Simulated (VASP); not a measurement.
**Ta: single point with PBE**

The system is Ta.

```
Ta
1.0
    -1.66763    1.66763    1.66763
     1.66763   -1.66763    1.66763
     1.66763    1.66763   -1.66763
Ta
1
Cartesian
  0.0000 0.0000 0.0000
```

This cell differs from its parent crystal: volume scaled by 1.03.

```
Program             : VASP 6.6.1
Task                : single point
Functional          : PBE
Potentials or basis : VASP PAW PBE potentials, release 64 (Ta_pv)
Cutoff              : 520 eV
k mesh              : 17 × 17 × 17
Occupations         : fermi-dirac, width 0.08 eV
Spin                : no spin polarisation
```

| Quantity | Value |
| --- | --- |
| Pressure | -2.6 GPa |

Levels at points of the mesh, in eV from the Fermi level:
```
           k point  band 4  band 5  band 6  band 7  band 8  band 9
(0.00, 0.00, 0.00)   -7.81    0.72    0.72    0.72    3.89    3.89
```

Run time: 68 s on 1 thread of AMD EPYC 7R13 (shared host), peak memory 0.13 GiB.

Caveat: spin-orbit coupling is left out, which moves the levels of the heavy elements.
